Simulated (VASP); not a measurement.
# TiC (I4/mmm) in VASP: notebook

Runs on TiC. Level: PBEsol. Tasks: single point.

Program: VASP 6.6.1. These are calculated values, not measurements. Logs are shortened: lines on timing, memory, paths and dates and some standing lists are left out, and cuts for length are marked.

## 1. The cell of the first run

Symmetry: I4/mmm, No. 139, tetragonal system. The conventional cell has a = 3.060 Å, b = 3.060 Å, c = 4.436 Å, α = 90.00°, β = 90.00°, γ = 90.00°. Within 2.9 Å of Ti (site symmetry 4/mmm) lie 6 C at 2.16 to 2.22 Å. Within 2.9 Å of C (site symmetry 4/mmm) lie 6 Ti at 2.16 to 2.22 Å.

## 2. Single point, PBEsol (strain +0.0250 x Voigt [0, 0, 1, 0, 0, 0])

INCAR

```
ALGO = Normal ; EDIFF = 1E-7
ENCUT = 520 ; GGA = PS
ISIF = 2 ; ISMEAR = 0
LASPH = T ; LCHARG = F
LREAL = F ; LWAVE = F
NBANDS = 15 ; NELM = 60
PREC = Accurate ; SIGMA = 0.15
```

KPOINTS

```
k-points
0
Gamma
  18 18 18
```

POSCAR

```
TiC
1.0
    0.0000000000      2.1640000000      2.2181000000
    2.1640000000      0.0000000000      2.2181000000
    2.1640000000      2.1640000000      0.0000000000
Ti C
1 1
Direct
    0.0000000000      0.0000000000      0.0000000000
    0.5000000000      0.5000000000      0.5000000000
```

Potentials or basis: VASP PAW PBE potentials, release 64 (Ti_sv, C).

Command:

```sh
> cat potpaw_PBE.64/Ti_sv/POTCAR potpaw_PBE.64/C/POTCAR > POTCAR
> mpirun -np 1 vasp_std > vasp.out
```

OUTCAR:

```text
EDIFF = 1E-7
   ENCUT = 520
   GGA = PS
   ISIF = 2
   ISMEAR = 0
   LASPH = T
   LREAL = F
   NELM = 60
   PREC = Accurate

 ion  position               nearest neighbor table
   1  0.000  0.000  0.000-   2 2.16   2 2.16   2 2.16   2 2.16   2 2.22   2 2.22
   2  0.500  0.500  0.500-   1 2.16   1 2.16   1 2.16   1 2.16   1 2.22   1 2.22

  LATTYP: Found a body centered tetragonal cell.
 ALAT       =     3.0603581490
 C/A-ratio  =     1.4495689014

  Lattice vectors:

 A1 = (  -2.1640000000,   0.0000000000,   2.2181000000)
 A2 = (   2.1640000000,   0.0000000000,   2.2181000000)
 A3 = (   0.0000000000,   2.1640000000,  -2.2181000000)

Analysis of symmetry for initial positions (statically):
=====================================================================
 Subroutine PRICEL returns:
 Original cell was already a primitive cell.

 Routine SETGRP: Setting up the symmetry group for a
 body centered tetragonal supercell.

 Subroutine GETGRP returns: Found 16 space group operations
 (whereof 16 operations were pure point group operations)
 out of a pool of 16 trial point group operations.

The static configuration has the point symmetry D_4h.

Analysis of symmetry for dynamics (positions and initial velocities):
=====================================================================
 Subroutine PRICEL returns:
 Original cell was already a primitive cell.

 Routine SETGRP: Setting up the symmetry group for a
 body centered tetragonal supercell.

 Subroutine GETGRP returns: Found 16 space group operations
 (whereof 16 operations were pure point group operations)
 out of a pool of 16 trial point group operations.

The dynamic configuration has the point symmetry D_4h.

 Subroutine INISYM returns: Found 16 space group operations
 (whereof 16 operations are pure point group operations),
 and found     1 'primitive' translations

----------------------------------------------------------------------------------------

                                     Primitive cell

  volume of cell :      20.7743

  direct lattice vectors                    reciprocal lattice vectors
     0.000000000  2.164000000  2.218100000    -0.231053604  0.231053604  0.225418151
     2.164000000  0.000000000  2.218100000     0.231053604 -0.231053604  0.225418151
     2.164000000  2.164000000  0.000000000     0.231053604  0.231053604 -0.225418151

  length of vectors
     3.098848756  3.098848756  3.060358149     0.396969620  0.396969620  0.396969620

  position of ions in fractional coordinates (direct lattice)
     0.000000000  0.000000000  0.000000000
     0.500000000  0.500000000  0.500000000

  ion indices of the primitive-cell ions
   primitive index   ion index
                 1           1
                 2           2

----------------------------------------------------------------------------------------

 KPOINTS: k-points

Automatic generation of k-mesh.
 Grid dimensions read from file:
 generate k-points for:   18   18   18

 Generating k-lattice:

  Cartesian coordinates                     Fractional coordinates (reciprocal lattice)
    -0.012836311  0.012836311  0.012523231     0.055555556 -0.000000000  0.000000000
     0.012836311 -0.012836311  0.012523231    -0.000000000  0.055555556  0.000000000
     0.012836311  0.012836311 -0.012523231     0.000000000  0.000000000  0.055555556

  Length of vectors
     0.022053868  0.022053868  0.022053868

  Shift w.r.t. Gamma in fractional coordinates (k-lattice)
     0.000000000  0.000000000  0.000000000

 Subroutine IBZKPT returns following result:
 ===========================================

 Found    480 irreducible k-points:

 Following reciprocal coordinates:
            Coordinates               Weight
  0.000000  0.000000  0.000000      1.000000
  0.055556 -0.000000  0.000000      8.000000
  0.111111 -0.000000  0.000000      8.000000
  0.166667  0.000000  0.000000      8.000000
  0.222222 -0.000000  0.000000      8.000000
  0.277778  0.000000  0.000000      8.000000
[... 16 lines left out ...]
 -0.277778  0.055556  0.000000      8.000000
 -0.222222  0.055556  0.000000      8.000000
 [... further k-points ...]
   k-points           NKPTS =    480   k-points in BZ     NKDIM =    480   number of bands    NBANDS=     15
   number of dos      NEDOS =    301   number of ions     NIONS =      2
   total plane-waves  NPLWV =  13824
   dimension x,y,z NGX =    24 NGY =   24 NGZ =   24
   dimension x,y,z NGXF=    48 NGYF=   48 NGZF=   48
   ions per type =               1   1
   NGX,Y,Z   is equivalent  to a cutoff of  12.88, 12.88, 13.04 a.u.
   NGXF,Y,Z  is equivalent  to a cutoff of  25.75, 25.75, 26.07 a.u.
 SYSTEM =  unknown system
   PREC   = accura    normal or accurate (medium, high low for compatibility)
   ISTART =      0    job   : 0-new  1-cont  2-samecut
   ICHARG =      2    charge: 1-file 2-atom 10-const
   ISPIN  =      1    spin polarized calculation?
   LNONCOLLINEAR =      F non collinear calculations
   LSORBIT =      F    spin-orbit coupling
   LASPH  =      T    aspherical Exc in radial PAW
   ENCUT  =  520.0 eV  38.22 Ry    6.18 a.u.   5.76  5.76  5.69*2*pi/ulx,y,z
   NELM   =     60;   NELMIN=  2; NELMDL= -5     # of ELM steps
   EDIFF  = 0.1E-06   stopping-criterion for ELM
   LREAL  =      F    real-space projection
   EDIFFG = 0.1E-05   stopping-criterion for IOM
   NSW    =      0    number of steps for IOM
   IBRION =     -1    ionic relax: 0-MD 1-quasi-New 2-CG
   NFREE  =      0    steps in history (QN), initial steepest desc. (CG)
   ISIF   =      2    stress and relaxation
   ISYM   =      2    0-nonsym 1-usesym 2-fastsym
   POTIM  = 0.5000    time-step for ionic-motion
   TEBEG  =    0.0;   TEEND  =   0.0 temperature during run
   PSTRESS=    0.0 pullay stress
   NELECT =      16.0000    total number of electrons
   NUPDOWN=      -1.0000    fix difference up-down
   EMIN   =  10.00;   EMAX   =-10.00  energy-range for DOS
   EFERMI =   0.00;   METHOD = LEGACY
   ISMEAR =     0;   SIGMA  =   0.15  broadening in eV -4-tet -1-fermi 0-gaus
   EFERMI_NEDOS =   21; number of points for ismear=-14 and -15
   IALGO  =     38    algorithm
   IMIX   =      4    mixing-type and parameters
     AMIX     =   0.40;   BMIX     =  1.00
     AMIX_MAG =   1.60;   BMIX_MAG =  1.00
  volume/ion in A,a.u.               =      10.39        70.10
  Fermi-wavevector in a.u.,A,eV,Ry     =   1.500628  2.835775 30.638734  2.251883
  Thomas-Fermi vector in A             =   2.612103
   LORBIT       =      0    0 simple, 1 ext, 2 COOP (PROOUT), +10 PAW based schemes
   GGA     = PS    functional components
   LHFCALC =     F    Hartree Fock is set to
   AEXX    =    0.0000 exact exchange contribution
   IVDW    =     0    specifies the selected vdW correction
   LEPSILON=     F    determine dielectric tensor
   LRPA    =     F    only Hartree local field effects (RPA)
 non-spin polarized calculation
 Gauss-broadening in eV      SIGMA  =   0.15
  energy-cutoff  :      520.00
  volume of cell :       20.77
 maximum number of plane-waves:       573
   NGX = 11   NGY = 11   NGZ = 11

 number of electron      15.9999998 magnetization

 Free energy of the ion-electron system (eV)
  ---------------------------------------------------
  ext. energy  EPLUGINS =         0.00000000
  ---------------------------------------------------
  free energy    TOTEN  =       -19.75906643 eV

  energy without entropy =      -19.75552729  energy(sigma->0) =      -19.75729686

 E-fermi :   9.0417     XC(G=0): -12.7437

 val. band max:        9.0287319853   @ k =   0.1111   0.0556   0.0000
 cond. band min:       9.0432626668   @ k =   0.3333   0.2778   0.0000
 fundamental gap:      0.0145306815
 Fermi energy:         9.0417212576

 k-point     1 :       0.0000    0.0000    0.0000
  band No.  band energies     occupation
      1     -47.3512      2.00000
      2     -23.5144      2.00000
      3     -23.4764      2.00000
      4     -23.4764      2.00000
      5      -3.2218      2.00000
      6       9.5814      0.00000
      7       9.7585      0.00000
      8       9.7585      0.00000
      9      10.6157      0.00000
     10      10.6617      0.00000
     11      10.7457      0.00000
     12      10.7457      0.00000
     13      10.8114      0.00000
     14      19.2073      0.00000
     15      22.8854      0.00000

 k-point     2 :       0.0556   -0.0000    0.0000
  band No.  band energies     occupation
      1     -47.3492      2.00000
      2     -23.5211      2.00000
      3     -23.4860      2.00000
      4     -23.4775      2.00000
      5      -3.1532      2.00000
      6       9.3321      0.00619
      7       9.5128      0.00001
      8       9.6354      0.00000
      9      10.0420      0.00000
     10      10.1130      0.00000
     11      10.9027      0.00000
     12      11.5101      0.00000
     13      11.6660      0.00000
     14      19.3364      0.00000
     15      22.9118      0.00000

 k-point     3 :       0.1111   -0.0000    0.0000
  band No.  band energies     occupation
      1     -47.3433      2.00000
      2     -23.5517      2.00000
      3     -23.5021      2.00000
      4     -23.4807      2.00000
      5      -2.9506      2.00000
      6       8.6204      1.99993
      7       8.8871      1.85518
      8       9.0018      1.29359
      9      10.0416      0.00000
     10      10.1017      0.00000
     11      11.1803      0.00000
     12      12.4171      0.00000
     13      12.6002      0.00000
     14      19.6663      0.00000
     15      22.9307      0.00000
[... 343 lines left out ...]
 k-point    23 :      -0.2778    0.0556    0.0000
  band No.  band energies     occupation
      1     -47.3061      2.00000
      2     -23.7935      2.00000
      3     -23.5552      2.00000
      4     -23.4944      2.00000
      5      -1.4224      2.00000
      6       5.5188      2.00000
      7       6.9017      2.00000
      8       7.0177      2.00000
      9      10.8814      0.00000
     10      11.2182      0.00000
     11      12.1727      0.00000
     12      14.7575      0.00000
     13      16.0519      0.00000
     14      19.4524      0.00000
     15      23.4409      0.00000

 k-point    24 :      -0.2222    0.0556    0.0000
  band No.  band energies     occupation
      1     -47.3177      2.00000
      2     -23.7148      2.00000
      3     -23.5462      2.00000
      4     -23.4876      2.00000
      5      -1.9598      2.00000
      6       6.4220      2.00000
      7       7.3403      2.00000
      8       7.4874      2.00000
      9      10.5406      0.00000
     10      10.9000      0.00000
     11      11.9008      0.00000
     12      13.9675      0.00000
     13      15.2757      0.00000
     14      20.0775      0.00000
     15      22.9470      0.00000

 [... further k-points ...]
[... 5 lines left out ...]
  --------------------------------------------------------------------------------------
  -------------------------------------------------------------------------------------
  Total       -1.1109825     -1.1109825     -2.1675500      0.0000000      0.0000000      0.0000000
  in kB      -85.6825045    -85.6825045   -167.1683611      0.0000000      0.0000000      0.0000000
  external PRESSURE =    -112.8444567 kB  Pullay stress =       0.0000000 kB

 VOLUME and BASIS-vectors are now :
 -----------------------------------------------------------------------------
  energy-cutoff  :      520.00
  volume of cell :       20.77
      direct lattice vectors                 reciprocal lattice vectors
     0.000000000  2.164000000  2.218100000    -0.231053604  0.231053604  0.225418151
     2.164000000  0.000000000  2.218100000     0.231053604 -0.231053604  0.225418151
     2.164000000  2.164000000  0.000000000     0.231053604  0.231053604 -0.225418151

 POSITION                                       TOTAL-FORCE (eV/Angst)
 -----------------------------------------------------------------------------------
      0.00000      0.00000      0.00000         0.000000     -0.000000     -0.000000
      2.16400      2.16400      2.21810        -0.000000      0.000000      0.000000
 -----------------------------------------------------------------------------------
    total drift:                                0.000000     -0.000000     -0.000000

  FREE ENERGIE OF THE ION-ELECTRON SYSTEM (eV)
  ---------------------------------------------------
  free  energy   TOTEN  =       -19.7590664304 eV

  energy  without entropy=      -19.7555272936  energy(sigma->0) =      -19.75729686
```

Run time: 51 s. Hardware: 1 thread of Intel Xeon 6975P-C (Granite Rapids), shared host; peak memory 0.26 GiB.

Results:

| Property | Result |
| --- | --- |
| Free energy | -19.7591 eV |
| Pressure | -11.3 GPa |
| Band gap on the k mesh | zero (band 8 reaches 9.76 eV, above the bottom of band 9 at 8.56 eV) |

Levels at points of the mesh, in eV from the Fermi level:
```
           k point  band 4  band 5  band 6  band 7  band 8  band 9  band 10  band 11  band 12  band 13
(0.00, 0.00, 0.00)  -32.52  -12.26    0.54    0.72    0.72    1.57     1.62     1.70     1.70     1.77
(0.50, 0.00, 0.00)  -32.55   -8.84   -5.77   -2.85   -2.81    2.78     2.89     3.99     7.82     8.02
(0.50, 0.50, 0.00)  -32.66  -10.01   -3.59   -1.58    0.08    0.08     2.65     3.40     3.40     5.50
(0.50, 0.00, 0.50)  -32.70   -9.96   -3.34   -1.62   -0.10   -0.10     2.65     3.34     3.50     5.73
```

Caveat: the cell differs from its parent crystal (strain +0.0250 x Voigt [0, 0, 1, 0, 0, 0]); the PAW data sets were made with another functional, which shifts forces and pressure a little.

## 3. Single point, PBEsol (strain +0.0750 x Voigt [0, 0, 1, 0, 0, 0])

INCAR

```
SYSTEM = TiC
PREC = Accurate ; ENCUT = 520
EDIFF = 1E-6 ; ISMEAR = 0
SIGMA = 0.15 ; LREAL = .FALSE.
LASPH = .TRUE. ; NELM = 60
ALGO = Normal ; ISIF = 2
LWAVE = .FALSE. ; LCHARG = .TRUE.
GGA = PS ; LELF = .TRUE.
LVHAR = .TRUE. ; NBANDS = 15
```

KPOINTS

```
regular mesh
0
G
  18 18 18
  0 0 0
```

POSCAR

```
TiC
1.0
    0.0000000000      2.1640000000      2.3263000000
    2.1640000000      0.0000000000      2.3263000000
    2.1640000000      2.1640000000      0.0000000000
Ti C
1 1
Direct
    0.0000000000      0.0000000000      0.0000000000
    0.5000000000      0.5000000000      0.5000000000
```

Potentials or basis: VASP PAW PBE potentials, release 64 (Ti_sv, C).

Command:

```sh
> cat potpaw_PBE.64/Ti_sv/POTCAR potpaw_PBE.64/C/POTCAR > POTCAR
> mpirun -np 1 vasp_std > vasp.out
```

OUTCAR:

```text
SYSTEM = TiC
   PREC = Accurate
   ENCUT = 520
   EDIFF = 1E-6
   ISMEAR = 0
   LREAL = .FALSE.
   LASPH = .TRUE.
   NELM = 60
   ISIF = 2
   GGA = PS

 ion  position               nearest neighbor table
   1  0.000  0.000  0.000-   2 2.16   2 2.16   2 2.16   2 2.16   2 2.33   2 2.33
   2  0.500  0.500  0.500-   1 2.16   1 2.16   1 2.16   1 2.16   1 2.33   1 2.33

  LATTYP: Found a body centered tetragonal cell.
 ALAT       =     3.0603581490
 C/A-ratio  =     1.5202795796

  Lattice vectors:

 A1 = (  -2.1640000000,   0.0000000000,   2.3263000000)
 A2 = (   2.1640000000,   0.0000000000,   2.3263000000)
 A3 = (   0.0000000000,   2.1640000000,  -2.3263000000)

[... 609 lines left out ...]
     13      14.7088      0.00000
     14      19.0858      0.00000
     15      21.8142      0.00000

 [... further k-points ...]
[... 5 lines left out ...]
  --------------------------------------------------------------------------------------
  -------------------------------------------------------------------------------------
  Total       -1.7987288     -1.7987288     -4.1306203      0.0000000     -0.0000000      0.0000000
  in kB     -132.2714305   -132.2714305   -303.7495361      0.0000000     -0.0000000      0.0000000
  external PRESSURE =    -189.4307990 kB  Pullay stress =       0.0000000 kB

 VOLUME and BASIS-vectors are now :
 -----------------------------------------------------------------------------
  energy-cutoff  :      520.00
  volume of cell :       21.79
      direct lattice vectors                 reciprocal lattice vectors
     0.000000000  2.164000000  2.326300000    -0.231053604  0.231053604  0.214933586
     2.164000000  0.000000000  2.326300000     0.231053604 -0.231053604  0.214933586
     2.164000000  2.164000000  0.000000000     0.231053604  0.231053604 -0.214933586

 POSITION                                       TOTAL-FORCE (eV/Angst)
 -----------------------------------------------------------------------------------
      0.00000      0.00000      0.00000         0.000000      0.000000      0.000000
      2.16400      2.16400      2.32630         0.000000      0.000000     -0.000000
 -----------------------------------------------------------------------------------
    total drift:                                0.000000     -0.000000     -0.000000

  FREE ENERGIE OF THE ION-ELECTRON SYSTEM (eV)
  ---------------------------------------------------
  free  energy   TOTEN  =       -19.6061485396 eV

  energy  without entropy=      -19.6026731154  energy(sigma->0) =      -19.60441083
```

stdout:

```text
POSCAR found type information on POSCAR TiC
 POSCAR found :  2 types and       2 ions
 scaLAPACK will be used
 -----------------------------------------------------------------------------
|                                                                             |
|                                                                             |
|     You enforced a specific xc type in the INCAR file but a different       |
|     I HOPE YOU KNOW WHAT YOU ARE DOING!                                     |
|                                                                             |
 -----------------------------------------------------------------------------

 LDA part: xc-table for (Slater+PW92), standard interpolation
 POSCAR, INCAR and KPOINTS ok, starting setup
 FFT: planning ... GRIDC
 FFT: planning ... GRID_SOFT
 FFT: planning ... GRID
 WAVECAR not read
 entering main loop
```

Run time: 47 s. Hardware: 1 thread of Intel Xeon 6975P-C (Granite Rapids), shared host; peak memory 0.27 GiB.

What came out:

```
Free energy            : -19.6061 eV
Pressure               : -18.9 GPa
Band gap on the k mesh : zero (band 8 reaches 9.32 eV, above the bottom of band 9 at 7.90 eV)
```

Stress tensor (GPa, compression positive):
```
-13.23   0.00   0.00
  0.00 -13.23   0.00
  0.00   0.00 -30.37
```

Levels at points of the mesh, in eV from the Fermi level:
```csv
k point,band 6,band 7,band 8,band 9,band 10,band 11
"(0.00, 0.00, 0.00)",0.32,0.81,0.81,1.22,1.47,1.67
"(0.50, 0.00, 0.00)",-5.57,-2.79,-2.67,2.53,2.79,3.78
"(0.50, 0.50, 0.00)",-3.80,-1.41,0.26,0.26,2.50,3.14
"(0.50, 0.00, 0.50)",-3.14,-1.50,-0.26,-0.19,2.43,2.96
```

Caveat: the cell differs from its parent crystal (strain +0.0750 x Voigt [0, 0, 1, 0, 0, 0]); the PAW data sets were made with another functional, which shifts forces and pressure a little.
